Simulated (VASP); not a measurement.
A run of VASP 6.6.1:

Contents of INCAR:

```
SYSTEM = Pb
ALGO = Normal
EDIFF = 1E-6
ENCUT = 520
GGA = PE
ISIF = 2
ISMEAR = 0
LASPH = .TRUE.
LCHARG = .TRUE.
LELF = .TRUE.
LREAL = .FALSE.
LVHAR = .TRUE.
LWAVE = .FALSE.
NBANDS = 13
NELM = 60
PREC = Accurate
SIGMA = 0.014
```

The input KPOINTS:

```
k-points
0
G
  9 9 9
  0 0 0
```

POSCAR

```
Pb
1.0
   -1.9796595667      1.9796595667      1.9796595667
    1.9796595667     -1.9796595667      1.9796595667
    1.9796595667      1.9796595667     -1.9796595667
Pb
1
Direct
    0.0000000000      0.0000000000      0.0000000000
```

Potentials or basis: VASP PAW PBE potentials, release 64 (Pb_d).

Run with:

```console
$ cat potpaw_PBE.64/Pb_d/POTCAR > POTCAR
$ mpirun -np 1 vasp_std > vasp.out
```

Hardware: 1 thread of Intel Xeon 6975P-C, on a shared host.

Question: How long does it take, and how much memory?

Answer: Wall time 7.6 s on 1 thread of Intel Xeon 6975P-C, on a shared host, peak memory 0.16 GiB. Counts: scf iterations 10, k points 35.
